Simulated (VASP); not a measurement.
# BaTiO3 (R3m) in VASP: notebook

The runs below take BaTiO3 through single point, with PBE, r2SCAN.

Everything below comes from runs of VASP 6.6.1. Logs are shortened: lines on timing, memory, paths and dates and some standing lists are left out, and cuts for length are marked.

**1. The cell of the first run**

The structure is trigonal, space group R3m (No. 160). Conventional cell: a = 5.556 Å, b = 5.556 Å, c = 7.044 Å, α = 90.00°, β = 90.00°, γ = 120.00°. Within 3.7 Å of Ba (site symmetry 3m) lie 12 O at 2.78 to 2.91 Å and 8 Ti at 3.39 to 3.60 Å. Ti (site symmetry 3m) has 6 O at 1.88 to 2.10 Å within 2.5 Å. O (site symmetry m) has 2 Ti at 1.88 to 2.10 Å within 2.5 Å.

**2. Single point, PBE (epitaxial xy strain -2.2%)**

File INCAR:

```
SYSTEM = BaTiO3
PREC = Accurate
ENCUT = 1340
EDIFF = 1E-6
ISMEAR = -1
SIGMA = 0.02
LREAL = .FALSE.
LASPH = .TRUE.
NELM = 120
ALGO = Normal
ISIF = 2
LWAVE = .FALSE.
LCHARG = .FALSE.
GGA = PE
NBANDS = 28
GGA_COMPAT = .FALSE.
```

File KPOINTS:

```
Automatic mesh
0
G
  6 6 6
  0 0 0
```

File POSCAR:

```
BaTiO3
1.0
    2.7780863487      1.6039289013      2.3479795723
   -2.7780863487      1.6039289013      2.3479795723
    0.0000000000     -3.2078578026      2.3479795723
Ba Ti O
1 1 3
Direct
   -0.0017627534     -0.0017627534     -0.0017627534
    0.4871148670      0.4871148670      0.4871148670
    0.5096691229      0.5096691229      0.0145096407
    0.0145096407      0.5096691229      0.5096691229
    0.5096691229      0.0145096407      0.5096691229
```

Potentials or basis: VASP PAW PBE potentials, release 64 (Ba_sv, Ti_sv, O_h).

On the command line:

```
> cat potpaw_PBE.64/Ba_sv/POTCAR potpaw_PBE.64/Ti_sv/POTCAR potpaw_PBE.64/O_h/POTCAR > POTCAR
> mpirun -np 1 vasp_std > vasp.out
```

OUTCAR:

```text
SYSTEM = BaTiO3
   PREC = Accurate
   ENCUT = 1340
   EDIFF = 1E-6
   ISMEAR = -1
   LREAL = .FALSE.
   LASPH = .TRUE.
   NELM = 120
   ISIF = 2
   GGA = PE

 ion  position               nearest neighbor table
   1  0.998  0.998  0.998-   4 2.78   5 2.78   3 2.78   3 2.78   3 2.78   5 2.78   4 2.78   4 2.78
                             5 2.78   4 2.91   5 2.91   3 2.91   2 3.39   2 3.39   2 3.39   2 3.44
   2  0.487  0.487  0.487-   4 1.88   5 1.88   3 1.88   5 2.10   4 2.10   3 2.10   1 3.39   1 3.39
                             1 3.39   1 3.44   1 3.44   1 3.44   1 3.44   1 3.60
   3  0.510  0.510  0.015-   2 1.88   2 2.10   1 2.78   1 2.78   1 2.78   1 2.91
   4  0.015  0.510  0.510-   2 1.88   2 2.10   1 2.78   1 2.78   1 2.78   1 2.91
   5  0.510  0.015  0.510-   2 1.88   2 2.10   1 2.78   1 2.78   1 2.78   1 2.91

  LATTYP: Found a trigonal (rhomboedric) cell.
 ALAT       =     3.9753439792
 COS(alpha) =     0.0232755716

  Lattice vectors:

 A1 = (   2.7780863487,   1.6039289013,   2.3479795723)
 A2 = (  -2.7780863487,   1.6039289013,   2.3479795723)
 A3 = (   0.0000000000,  -3.2078578026,   2.3479795723)

Analysis of symmetry for initial positions (statically):
=====================================================================
 Subroutine PRICEL returns:
 Original cell was already a primitive cell.

 Routine SETGRP: Setting up the symmetry group for a
 trigonal (rhombohedral) supercell.

 Subroutine GETGRP returns: Found  6 space group operations
 (whereof  6 operations were pure point group operations)
 out of a pool of 12 trial point group operations.

The static configuration has the point symmetry C_3v.

Analysis of symmetry for dynamics (positions and initial velocities):
=====================================================================
 Subroutine PRICEL returns:
 Original cell was already a primitive cell.

 Routine SETGRP: Setting up the symmetry group for a
 trigonal (rhombohedral) supercell.

 Subroutine GETGRP returns: Found  6 space group operations
 (whereof  6 operations were pure point group operations)
 out of a pool of 12 trial point group operations.

The dynamic configuration has the point symmetry C_3v.

 Subroutine INISYM returns: Found  6 space group operations
 (whereof  6 operations are pure point group operations),
 and found     1 'primitive' translations

----------------------------------------------------------------------------------------

                                     Primitive cell
[... 97 lines left out ...]
   EDIFF  = 0.1E-05   stopping-criterion for ELM
   LREAL  =      F    real-space projection
   EDIFFG = 0.1E-04   stopping-criterion for IOM
   NSW    =      0    number of steps for IOM
   IBRION =     -1    ionic relax: 0-MD 1-quasi-New 2-CG
   NFREE  =      0    steps in history (QN), initial steepest desc. (CG)
   ISIF   =      2    stress and relaxation
   ISYM   =      2    0-nonsym 1-usesym 2-fastsym
   POTIM  = 0.5000    time-step for ionic-motion
   TEBEG  =    0.0;   TEEND  =   0.0 temperature during run
   PSTRESS=    0.0 pullay stress
   NELECT =      40.0000    total number of electrons
   NUPDOWN=      -1.0000    fix difference up-down
   EMIN   =  10.00;   EMAX   =-10.00  energy-range for DOS
   EFERMI =   0.00;   METHOD = LEGACY
   ISMEAR =    -1;   SIGMA  =   0.02  broadening in eV -4-tet -1-fermi 0-gaus
   EFERMI_NEDOS =   21; number of points for ismear=-14 and -15
   IALGO  =     38    algorithm
   IMIX   =      4    mixing-type and parameters
     AMIX     =   0.40;   BMIX     =  1.00
     AMIX_MAG =   1.60;   BMIX_MAG =  1.00
  volume/ion in A,a.u.               =      12.55        84.72
  Fermi-wavevector in a.u.,A,eV,Ry     =   1.408757  2.662164 27.002064  1.984596
  Thomas-Fermi vector in A             =   2.530882
   LORBIT       =      0    0 simple, 1 ext, 2 COOP (PROOUT), +10 PAW based schemes
   GGA     = PE    functional components
   LHFCALC =     F    Hartree Fock is set to
   AEXX    =    0.0000 exact exchange contribution
   IVDW    =     0    specifies the selected vdW correction
   LEPSILON=     F    determine dielectric tensor
   LRPA    =     F    only Hartree local field effects (RPA)
 non-spin polarized calculation
  energy-cutoff  :     1340.00
  volume of cell :       62.77
 maximum number of plane-waves:      7025
   NGX = 23   NGY = 23   NGZ = 23

 number of electron      40.0000001 magnetization

 Free energy of the ion-electron system (eV)
  ---------------------------------------------------
  ext. energy  EPLUGINS =         0.00000000
  ---------------------------------------------------
  free energy    TOTEN  =       -39.92090403 eV

  energy without entropy =      -39.92090403  energy(sigma->0) =      -39.92090403

 E-fermi :   4.7926     XC(G=0): -11.3620

 val. band max:        4.3174575480   @ k =   0.5000   0.5000   0.5000
 cond. band min:       6.5784134043   @ k =   0.0000   0.0000   0.0000
 fundamental gap:      2.2609558563
 Fermi energy:         4.7926209053

 k-point     1 :       0.0000    0.0000    0.0000
  band No.  band energies     occupation
      1     -51.9638      2.00000
      2     -28.2300      2.00000
      3     -28.2300      2.00000
      4     -28.2030      2.00000
      5     -20.4280      2.00000
      6     -12.5671      2.00000
[... 733 lines left out ...]
     27      12.6210      0.00000
     28      13.0980      0.00000

 [... further k-points ...]

------------------------ aborting loop because EDIFF is reached ----------------------------------------

  FORCE on cell =-STRESS in cart. coord.  units (eV):
  Direction    XX          YY          ZZ          XY          YZ          ZX
  --------------------------------------------------------------------------------------
  -------------------------------------------------------------------------------------
  Total        5.0090525      5.0090525      1.9359039      0.0000000      0.0000000      0.0000000
  in kB      127.8467654    127.8467654     49.4103527      0.0000000      0.0000000      0.0000000
  external PRESSURE =     101.7012945 kB  Pullay stress =       0.0000000 kB

 VOLUME and BASIS-vectors are now :
 -----------------------------------------------------------------------------
  energy-cutoff  :     1340.00
  volume of cell :       62.77
      direct lattice vectors                 reciprocal lattice vectors
     2.778086349  1.603928901  2.347979572     0.179980007  0.103911505  0.141966028
    -2.778086349  1.603928901  2.347979572    -0.179980007  0.103911505  0.141966028
     0.000000000 -3.207857803  2.347979572     0.000000000 -0.207823011  0.141966028

 POSITION                                       TOTAL-FORCE (eV/Angst)
 -----------------------------------------------------------------------------------
      0.00000      0.00000      7.03152         0.000000      0.000000      0.022356
      0.00000      0.00000      3.43121         0.000000      0.000000      0.063297
      0.00000      1.58840      2.42745         0.000000      0.086278     -0.028551
     -1.37560     -0.79420      2.42745        -0.074719     -0.043139     -0.028551
      1.37560     -0.79420      2.42745         0.074719     -0.043139     -0.028551
 -----------------------------------------------------------------------------------
    total drift:                               -0.000000     -0.000000      0.000760

  FREE ENERGIE OF THE ION-ELECTRON SYSTEM (eV)
  ---------------------------------------------------
  free  energy   TOTEN  =       -39.9209040265 eV

  energy  without entropy=      -39.9209040265  energy(sigma->0) =      -39.92090403
```

OSZICAR:

```text
N       E                     dE             d eps       ncg     rms          rms(c)
DAV:   1     0.678243667824E+03    0.67824E+03   -0.35866E+04  1792   0.313E+03
DAV:   2     0.737770183164E+02   -0.60447E+03   -0.57827E+03  1876   0.651E+02
DAV:   3    -0.421195867925E+02   -0.11590E+03   -0.10871E+03  2652   0.212E+02
DAV:   4    -0.501366039704E+02   -0.80170E+01   -0.79804E+01  2356   0.547E+01
DAV:   5    -0.504754660429E+02   -0.33886E+00   -0.33854E+00  2852   0.107E+01    0.244E+01
DAV:   6    -0.399515704391E+02    0.10524E+02   -0.53178E+01  2772   0.689E+01    0.100E+01
DAV:   7    -0.400583799630E+02   -0.10681E+00   -0.10620E+01  2484   0.237E+01    0.743E+00
DAV:   8    -0.399106077691E+02    0.14777E+00   -0.67284E-01  2164   0.743E+00    0.389E+00
DAV:   9    -0.399394304422E+02   -0.28823E-01   -0.34391E-01  2712   0.534E+00    0.140E+00
DAV:  10    -0.399251996511E+02    0.14231E-01   -0.12705E-01  2124   0.383E+00    0.699E-01
DAV:  11    -0.399209980196E+02    0.42016E-02   -0.21270E-02  2332   0.898E-01    0.170E-01
DAV:  12    -0.399212050621E+02   -0.20704E-03   -0.37435E-03  2332   0.613E-01    0.150E-01
DAV:  13    -0.399209046741E+02    0.30039E-03   -0.84725E-04  2224   0.322E-01    0.337E-02
DAV:  14    -0.399209040353E+02    0.63882E-06   -0.98124E-05  2812   0.933E-02    0.114E-02
DAV:  15    -0.399209053560E+02   -0.13207E-05   -0.27381E-05  2100   0.556E-02    0.117E-02
DAV:  16    -0.399209039580E+02    0.13980E-05   -0.55248E-06  2016   0.266E-02    0.183E-03
DAV:  17    -0.399209040265E+02   -0.68569E-07   -0.69390E-07  1172   0.723E-03
   1 F= -.39920904E+02 E0= -.39920904E+02  d E =-.904243E-12
```

It took 4.6 min on 1 thread of Intel Xeon Platinum 8375C at 2.90GHz (Ice Lake), shared host; peak memory 0.47 GiB.

Results:

```yaml
Free_energy: -39.9209 eV
Pressure: 10.2 GPa
Largest_force: 0.091 eV/Å
Band_gap_on_the_k_mesh: 2.26 eV (least direct gap 2.53 eV)
```

Forces on the atoms (eV/Å):
```
Ba   0.000  0.000  0.022
Ti   0.000  0.000  0.063
O    0.000  0.086 -0.029
O   -0.075 -0.043 -0.029
O    0.075 -0.043 -0.029
```

Caveat: the cell differs from its parent crystal (epitaxial xy strain -2.2%); the stress differs along the axes, from 5 to 13 GPa; spin-orbit coupling is left out, which moves the levels of the heavy elements. A k mesh can miss the band edges.

**3. Single point, r2SCAN (epitaxial xy strain -2.2%)**

POSCAR is that of step 2.

File INCAR.step1:

```
ALGO = Normal ; EDIFF = 1E-5
ENCUT = 1480 ; GGA = PE
GGA_COMPAT = False ; ISMEAR = 0
LASPH = True ; LCHARG = False
LREAL = False ; LWAVE = True
NBANDS = 28 ; NELM = 120
PREC = Accurate ; SIGMA = 0.01
```

File INCAR.step2:

```
ALGO = Normal ; EDIFF = 1E-6
ENCUT = 1480 ; GGA_COMPAT = False
ISIF = 2 ; ISMEAR = 0
ISTART = 1 ; LASPH = True
LCHARG = True ; LELF = True
LMIXTAU = True ; LREAL = False
LVHAR = True ; LWAVE = False
METAGGA = R2SCAN ; NBANDS = 28
NELM = 120 ; PREC = Accurate
SIGMA = 0.01
```

File KPOINTS:

```
k-points
0
Gamma
  6 6 6
```

Potentials or basis: VASP PAW PBE potentials, release 64 (Ba_sv, Ti_sv, O_h).

On the command line:

```
> cat potpaw_PBE.64/Ba_sv/POTCAR potpaw_PBE.64/Ti_sv/POTCAR potpaw_PBE.64/O_h/POTCAR > POTCAR
> cp INCAR.step1 INCAR
> mpirun -np 1 vasp_std > vasp.out
> cp INCAR.step2 INCAR
> mpirun -np 1 vasp_std > vasp.out
```

Wall time 11 min (1 thread of Intel Xeon Platinum 8488C (Sapphire Rapids), shared host); peak memory 0.57 GiB.

It converged, with:

```
Free energy            : -74.2247 eV
Pressure               : 7.4 GPa
Largest force          : 0.109 eV/Å
Band gap on the k mesh : 2.66 eV (least direct gap 2.93 eV)
```

Forces in eV/Å, atoms in the order of the input:
```
Ba   0.000  0.000  0.031
Ti   0.000  0.000  0.109
O    0.000  0.049 -0.047
O   -0.042 -0.024 -0.047
O    0.042 -0.024 -0.047
```

Stress tensor (GPa, compression positive):
```
10.19  0.00  0.00
 0.00 10.19  0.00
 0.00  0.00  1.83
```

Levels at points of the mesh, in eV from the valence-band top:
```
           k point  band 18  band 19  band 20  band 21  band 22  band 23
(0.00, 0.00, 0.00)    -0.57    -0.27    -0.27     2.66     2.66     2.89
(0.50, 0.00, 0.00)    -1.70    -1.02    -0.75     2.87     4.23     4.28
(0.50, 0.50, 0.00)    -0.93    -0.81    -0.09     4.25     4.31     4.65
(0.50, 0.50, 0.50)    -0.03     0.00     0.00     4.85     4.92     4.92
```

Caveat: the cell differs from its parent crystal (epitaxial xy strain -2.2%); the stress differs along the axes, from 2 to 10 GPa; the PAW data sets were made with another functional, which shifts forces and pressure a little; spin-orbit coupling is left out, which moves the levels of the heavy elements. A k mesh can miss the band edges.
